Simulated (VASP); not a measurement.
# AgPbSBr (P4/nmm) in VASP: single point with PBE

Aim: the single point of AgPbSBr with PBE.

Program: VASP 6.6.1. These are calculated values, not measurements. Logs are shortened: lines on timing, memory, paths and dates and some standing lists are left out, and cuts for length are marked.

### 1 The cell of the first run

The structure is tetragonal, space group P4/nmm (No. 129). The conventional cell has a = 4.697 Å, b = 4.697 Å, c = 13.968 Å, α = 90.00°, β = 90.00°, γ = 90.00°. Pb (site symmetry 4mm) has 4 S at 2.76 Å within 3.6 Å. Within 3.4 Å of Ag (site symmetry 4mm) lie 5 Br at 2.61 to 3.35 Å. Within 3.4 Å of Br (site symmetry 4mm) lie 5 Ag at 2.61 to 3.35 Å. Within 3.6 Å of S (site symmetry -4m2) lie 4 Pb at 2.76 Å and 4 S at 3.32 Å.

### 2 Single point, PBE

INCAR reads:

```
SYSTEM = AgPbSBr
ALGO = Normal
EDIFF = 1E-7
ENCUT = 520
GGA = PE
ISIF = 2
ISMEAR = -1
LASPH = .TRUE.
LCHARG = .TRUE.
LELF = .TRUE.
LREAL = .FALSE.
LVHAR = .TRUE.
LWAVE = .FALSE.
NBANDS = 48
NELM = 80
PREC = Accurate
SIGMA = 0.0122
```

KPOINTS reads:

```
k-points
0
G
  6 6 4
  0 0 0
```

POSCAR reads:

```
AgPbSBr
1.0
    4.6971019739      0.0000000000      0.0000000000
    0.0000000000      4.6971019739      0.0000000000
    0.0000000000      0.0000000000     13.9682594127
Pb Ag Br S
2 2 2 2
Direct
    0.2500000000      0.2500000000      0.8956622975
    0.7500000000      0.7500000000      0.1043377025
    0.2500000000      0.2500000000      0.4231632869
    0.7500000000      0.7500000000      0.5768367131
    0.2500000000      0.2500000000      0.6102907273
    0.7500000000      0.7500000000      0.3897092727
    0.7500000000      0.2500000000      0.0000000000
    0.2500000000      0.7500000000      0.0000000000
```

Potentials or basis: VASP PAW PBE potentials, release 64 (Pb_d, Ag, Br, S).

On the command line:

```bash
> cat potpaw_PBE.64/Pb_d/POTCAR potpaw_PBE.64/Ag/POTCAR potpaw_PBE.64/Br/POTCAR potpaw_PBE.64/S/POTCAR > POTCAR
> mpirun -np 1 vasp_std > vasp.out
```

OUTCAR:

```text
SYSTEM = AgPbSBr
   EDIFF = 1E-7
   ENCUT = 520
   GGA = PE
   ISIF = 2
   ISMEAR = -1
   LASPH = .TRUE.
   LREAL = .FALSE.
   NELM = 80
   PREC = Accurate

 ion  position               nearest neighbor table
   1  0.250  0.250  0.896-   7 2.76   8 2.76   8 2.76   7 2.76
   2  0.750  0.750  0.104-   7 2.76   8 2.76   7 2.76   8 2.76
   3  0.250  0.250  0.423-   5 2.61
   4  0.750  0.750  0.577-   6 2.61
   5  0.250  0.250  0.610-   3 2.61
   6  0.750  0.750  0.390-   4 2.61
   7  0.750  0.250  0.000-   1 2.76   2 2.76   2 2.76   1 2.76
   8  0.250  0.750  0.000-   1 2.76   2 2.76   1 2.76   2 2.76

  LATTYP: Found a simple tetragonal cell.
 ALAT       =     4.6971019739
 C/A-ratio  =     2.9738037391

  Lattice vectors:

 A1 = (   4.6971019739,   0.0000000000,   0.0000000000)
 A2 = (   0.0000000000,   4.6971019739,   0.0000000000)
 A3 = (   0.0000000000,   0.0000000000,  13.9682594127)

Analysis of symmetry for initial positions (statically):
=====================================================================
 Subroutine PRICEL returns:
 Original cell was already a primitive cell.

 Routine SETGRP: Setting up the symmetry group for a
 simple tetragonal supercell.

 Subroutine GETGRP returns: Found 16 space group operations
 (whereof  4 operations were pure point group operations)
 out of a pool of 16 trial point group operations.

The static configuration has the point symmetry C_2h.
 The point group associated with its full space group is D_4h.

Analysis of symmetry for dynamics (positions and initial velocities):
=====================================================================
 Subroutine PRICEL returns:
 Original cell was already a primitive cell.

 Routine SETGRP: Setting up the symmetry group for a
 simple tetragonal supercell.

 Subroutine GETGRP returns: Found 16 space group operations
 (whereof  4 operations were pure point group operations)
 out of a pool of 16 trial point group operations.

The dynamic configuration has the point symmetry C_2h.
 The point group associated with its full space group is D_4h.

 Subroutine INISYM returns: Found 16 space group operations
 (whereof  4 operations are pure point group operations),
 and found     1 'primitive' translations

----------------------------------------------------------------------------------------

                                     Primitive cell

  volume of cell :     308.1785

  direct lattice vectors                    reciprocal lattice vectors
     4.697101974  0.000000000  0.000000000     0.212897230  0.000000000  0.000000000
     0.000000000  4.697101974  0.000000000     0.000000000  0.212897230  0.000000000
     0.000000000  0.000000000 13.968259413     0.000000000  0.000000000  0.071590881

  length of vectors
     4.697101974  4.697101974 13.968259413     0.212897230  0.212897230  0.071590881

  position of ions in fractional coordinates (direct lattice)
     0.250000000  0.250000000  0.895662298
     0.750000000  0.750000000  0.104337702
     0.250000000  0.250000000  0.423163287
     0.750000000  0.750000000  0.576836713
     0.250000000  0.250000000  0.610290727
     0.750000000  0.750000000  0.389709273
     0.750000000  0.250000000  0.000000000
     0.250000000  0.750000000  0.000000000

  ion indices of the primitive-cell ions
   primitive index   ion index
                 1           1
                 2           2
                 3           3
                 4           4
                 5           5
                 6           6
                 7           7
                 8           8

----------------------------------------------------------------------------------------

 KPOINTS: k-points

Automatic generation of k-mesh.
 Grid dimensions read from file:
 generate k-points for:    6    6    4

 Generating k-lattice:

  Cartesian coordinates                     Fractional coordinates (reciprocal lattice)
     0.035482872  0.000000000  0.000000000     0.166666667  0.000000000  0.000000000
     0.000000000  0.035482872  0.000000000     0.000000000  0.166666667  0.000000000
     0.000000000  0.000000000  0.017897720     0.000000000  0.000000000  0.250000000

  Length of vectors
     0.035482872  0.035482872  0.017897720

  Shift w.r.t. Gamma in fractional coordinates (k-lattice)
     0.000000000  0.000000000  0.000000000

 Subroutine IBZKPT returns following result:
 ===========================================

 Found     30 irreducible k-points:

 Following reciprocal coordinates:
            Coordinates               Weight
  0.000000  0.000000  0.000000      1.000000
  0.166667  0.000000  0.000000      4.000000
  0.333333  0.000000  0.000000      4.000000
  0.500000  0.000000  0.000000      2.000000
  0.166667  0.166667  0.000000      4.000000
  0.333333  0.166667  0.000000      8.000000
[... 16 lines left out ...]
  0.333333  0.000000  0.500000      4.000000
  0.500000  0.000000  0.500000      2.000000
 [... further k-points ...]
   k-points           NKPTS =     30   k-points in BZ     NKDIM =     30   number of bands    NBANDS=     48
   number of dos      NEDOS =    301   number of ions     NIONS =      8
   total plane-waves  NPLWV = 139968
   dimension x,y,z NGX =    36 NGY =   36 NGZ =  108
   dimension x,y,z NGXF=    72 NGYF=   72 NGZF=  216
   ions per type =               2   2   2   2
   NGX,Y,Z   is equivalent  to a cutoff of  12.74, 12.74, 12.85 a.u.
   NGXF,Y,Z  is equivalent  to a cutoff of  25.48, 25.48, 25.71 a.u.
 SYSTEM =  AgPbSBr
   PREC   = accura    normal or accurate (medium, high low for compatibility)
   ISTART =      0    job   : 0-new  1-cont  2-samecut
   ICHARG =      2    charge: 1-file 2-atom 10-const
   ISPIN  =      1    spin polarized calculation?
   LNONCOLLINEAR =      F non collinear calculations
   LSORBIT =      F    spin-orbit coupling
   LASPH  =      T    aspherical Exc in radial PAW
   ENCUT  =  520.0 eV  38.22 Ry    6.18 a.u.   8.73  8.73 25.97*2*pi/ulx,y,z
   NELM   =     80;   NELMIN=  2; NELMDL= -5     # of ELM steps
   EDIFF  = 0.1E-06   stopping-criterion for ELM
   LREAL  =      F    real-space projection
   EDIFFG = 0.1E-05   stopping-criterion for IOM
   NSW    =      0    number of steps for IOM
   IBRION =     -1    ionic relax: 0-MD 1-quasi-New 2-CG
   NFREE  =      0    steps in history (QN), initial steepest desc. (CG)
   ISIF   =      2    stress and relaxation
   ISYM   =      2    0-nonsym 1-usesym 2-fastsym
   POTIM  = 0.5000    time-step for ionic-motion
   TEBEG  =    0.0;   TEEND  =   0.0 temperature during run
   PSTRESS=    0.0 pullay stress
   NELECT =      76.0000    total number of electrons
   NUPDOWN=      -1.0000    fix difference up-down
   EMIN   =  10.00;   EMAX   =-10.00  energy-range for DOS
   EFERMI =   0.00;   METHOD = LEGACY
   ISMEAR =    -1;   SIGMA  =   0.01  broadening in eV -4-tet -1-fermi 0-gaus
   EFERMI_NEDOS =   21; number of points for ismear=-14 and -15
   IALGO  =     38    algorithm
   IMIX   =      4    mixing-type and parameters
     AMIX     =   0.40;   BMIX     =  1.00
     AMIX_MAG =   1.60;   BMIX_MAG =  1.00
  volume/ion in A,a.u.               =      38.52       259.96
  Fermi-wavevector in a.u.,A,eV,Ry     =   1.026625  1.940040 14.339988  1.053959
  Thomas-Fermi vector in A             =   2.160528
   LORBIT       =      0    0 simple, 1 ext, 2 COOP (PROOUT), +10 PAW based schemes
   GGA     = PE    functional components
   LHFCALC =     F    Hartree Fock is set to
   AEXX    =    0.0000 exact exchange contribution
   IVDW    =     0    specifies the selected vdW correction
   LEPSILON=     F    determine dielectric tensor
   LRPA    =     F    only Hartree local field effects (RPA)
 non-spin polarized calculation
  energy-cutoff  :      520.00
  volume of cell :      308.18
 maximum number of plane-waves:      8332
 NGX is ok and might be reduce to    36
   NGX = 17   NGY = 17   NGZ = 51

 number of electron      76.0000008 magnetization

 Free energy of the ion-electron system (eV)
  ---------------------------------------------------
  ext. energy  EPLUGINS =         0.00000000
  ---------------------------------------------------
  free energy    TOTEN  =       -25.51824857 eV

  energy without entropy =      -25.51742311  energy(sigma->0) =      -25.51783584

 E-fermi :   1.9698     XC(G=0):  -7.3696

 val. band max:        1.9531675862   @ k =   0.1667   0.0000   0.5000
 cond. band min:       1.9973885101   @ k =   0.1667   0.0000   0.2500
 fundamental gap:      0.0442209239
 Fermi energy:         1.9698339515

 k-point     1 :       0.0000    0.0000    0.0000
  band No.  band energies     occupation
      1     -14.7646      2.00000
      2     -14.6764      2.00000
      3     -14.6764      2.00000
      4     -14.6707      2.00000
      5     -14.6410      2.00000
      6     -14.6410      2.00000
[... 40 lines left out ...]
     47       6.9209      0.00000
     48       7.2779      0.00000

 k-point     2 :       0.1667    0.0000    0.0000
  band No.  band energies     occupation
      1     -14.7610      2.00000
      2     -14.6750      2.00000
      3     -14.6730      2.00000
      4     -14.6693      2.00000
      5     -14.6547      2.00000
      6     -14.6460      2.00000
[... 40 lines left out ...]
     47       6.7811      0.00000
     48       6.9269      0.00000

 k-point     3 :       0.3333    0.0000    0.0000
  band No.  band energies     occupation
      1     -14.7502      2.00000
      2     -14.6960      2.00000
      3     -14.6707      2.00000
      4     -14.6650      2.00000
      5     -14.6575      2.00000
      6     -14.6552      2.00000
[... 1060 lines left out ...]
     47       6.3188      0.00000
     48       6.3754      0.00000

 k-point    24 :       0.5000    0.0000    0.5000
  band No.  band energies     occupation
      1     -14.7290      2.00000
      2     -14.7290      2.00000
      3     -14.6639      2.00000
      4     -14.6639      2.00000
      5     -14.6584      2.00000
      6     -14.6584      2.00000
[... 40 lines left out ...]
     47       5.7935      0.00000
     48       5.7935      0.00000

 [... further k-points ...]

------------------------ aborting loop because EDIFF is reached ----------------------------------------

  FORCE on cell =-STRESS in cart. coord.  units (eV):
  Direction    XX          YY          ZZ          XY          YZ          ZX
  --------------------------------------------------------------------------------------
  -------------------------------------------------------------------------------------
  Total       -0.0850026     -0.0850026     -0.0466679      0.0000000     -0.0000000      0.0000000
  in kB       -0.4419168     -0.4419168     -0.2426201      0.0000000     -0.0000000      0.0000000
  external PRESSURE =      -0.3754846 kB  Pullay stress =       0.0000000 kB

 VOLUME and BASIS-vectors are now :
 -----------------------------------------------------------------------------
  energy-cutoff  :      520.00
  volume of cell :      308.18
      direct lattice vectors                 reciprocal lattice vectors
     4.697101974  0.000000000  0.000000000     0.212897230  0.000000000  0.000000000
     0.000000000  4.697101974  0.000000000     0.000000000  0.212897230  0.000000000
     0.000000000  0.000000000 13.968259413     0.000000000  0.000000000  0.071590881

 POSITION                                       TOTAL-FORCE (eV/Angst)
 -----------------------------------------------------------------------------------
      1.17428      1.17428     12.51084        -0.000000      0.000000     -0.005850
      3.52283      3.52283      1.45742         0.000000      0.000000      0.005850
      1.17428      1.17428      5.91085        -0.000000     -0.000000     -0.001507
      3.52283      3.52283      8.05740        -0.000000     -0.000000      0.001507
      1.17428      1.17428      8.52470        -0.000000     -0.000000      0.003771
      3.52283      3.52283      5.44356        -0.000000     -0.000000     -0.003771
      3.52283      1.17428      0.00000        -0.000000     -0.000000      0.000000
      1.17428      3.52283      0.00000        -0.000000     -0.000000      0.000000
 -----------------------------------------------------------------------------------
    total drift:                                0.000000      0.000000      0.000000

  FREE ENERGIE OF THE ION-ELECTRON SYSTEM (eV)
  ---------------------------------------------------
  free  energy   TOTEN  =       -25.5182485711 eV

  energy  without entropy=      -25.5174231117  energy(sigma->0) =      -25.51783584
```

Run time: 8.6 min. Hardware: 1 thread of Intel Xeon Platinum 8259CL at 2.50GHz (Skylake/Cascade Lake), shared host; peak memory 0.65 GiB.

What came out:

```yaml
Free_energy: -25.5182 eV
Pressure: 0.0 GPa
Largest_force: 0.006 eV/Å
Band_gap_on_the_k_mesh: zero (bands 38 and 39 overlap by 0.55 eV)
```

Forces on the atoms (eV/Å):
```
Pb   0.000  0.000 -0.006
Pb   0.000  0.000  0.006
Ag   0.000  0.000 -0.002
Ag   0.000  0.000  0.002
Br   0.000  0.000  0.004
Br   0.000  0.000 -0.004
S    0.000  0.000  0.000
S    0.000  0.000  0.000
```

Caveat: spin-orbit coupling is left out, which moves the levels of the heavy elements.
